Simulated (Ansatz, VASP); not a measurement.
# One calculation of Lu, two programs

Contents of INCAR:

```
ALGO = Normal ; EDIFF = 1E-6
ENCUT = 520 ; GGA = PS
ISIF = 2 ; ISMEAR = -1
LASPH = True ; LCHARG = False
LREAL = False ; LWAVE = False
NBANDS = 32 ; NELM = 100
PREC = Accurate ; SIGMA = 0.03
```

File KPOINTS:

```
k-points
0
Gamma
  13 13 8
```

The input POSCAR:

```
Lu
1.0
    3.4624620083      0.0000000000      0.0000000000
   -1.7312310041      2.9985800589      0.0000000000
    0.0000000000      0.0000000000      5.4913664532
Lu
2
Direct
    0.3333333333      0.6666666667      0.2500000000
    0.6666666667      0.3333333333      0.7500000000
```

Input for Ansatz:

```yaml
crystal:
  lattice:
    - [3.4624620083, 0.0, 0.0]
    - [-1.7312310041, 2.9985800589, 0.0]
    - [0.0, 0.0, 5.4913664532]
  atoms:
    - { symbol: Lu, position: [0.3333333333, 0.6666666667, 0.25] }
    - { symbol: Lu, position: [0.6666666667, 0.3333333333, 0.75] }
kpoints:
  mp_grid: { grid: [13, 13, 8] }
  band_path:
    path:
      - [0.0, 0.0, 0.0]
      - [0.5, 0.0, 0.0]
      - [0.3333333333, 0.3333333333, 0.0]
      - [0.0, 0.0, 0.0]
      - [0.0, 0.0, 0.5]
      - [0.5, 0.0, 0.5]
      - [0.3333333333, 0.3333333333, 0.5]
      - [0.0, 0.0, 0.5]
      - [0.5, 0.0, 0.5]
    npoints: 5
scf:
  occupations: { method: fermi_dirac, width: 0.03 }
hamiltonian:
  xc: pbesol
  pseudopotentials: { kind: all_electron, lapw: { basis_error: 0.0005 } }
output:
  forces: true
  stress: true
  eigenvalues: true
```

Change from the starting cell: volume scaled by 0.96.

Alike in both runs: task single point; functional PBEsol; k mesh 13 × 13 × 8; occupations fermi-dirac, width 0.03 eV; no spin polarisation.

|  | VASP | Ansatz |
| --- | --- | --- |
| version | VASP 6.6.1 | Ansatz 0.2.0 |
| potentials or method | VASP PAW PBE potentials, release 64 (Lu), cutoff 520 eV | all-electron LAPW, scalar-relativistic |

Ansatz gave:

| Item | Value |
| --- | --- |
| pressure (GPa) | -1.7 |
| traceless stress, the component that is largest in VASP (GPa) | -0.99 |

Q: Which values does VASP return?

A: Pressure (GPa): -1.6; traceless stress, the component that is largest in VASP (GPa): -0.99.

VASP's potentials were made for PBE, not for PBEsol. Ansatz ran all-electron here, and VASP with PAW potentials.

Neither program's run includes spin-orbit coupling.
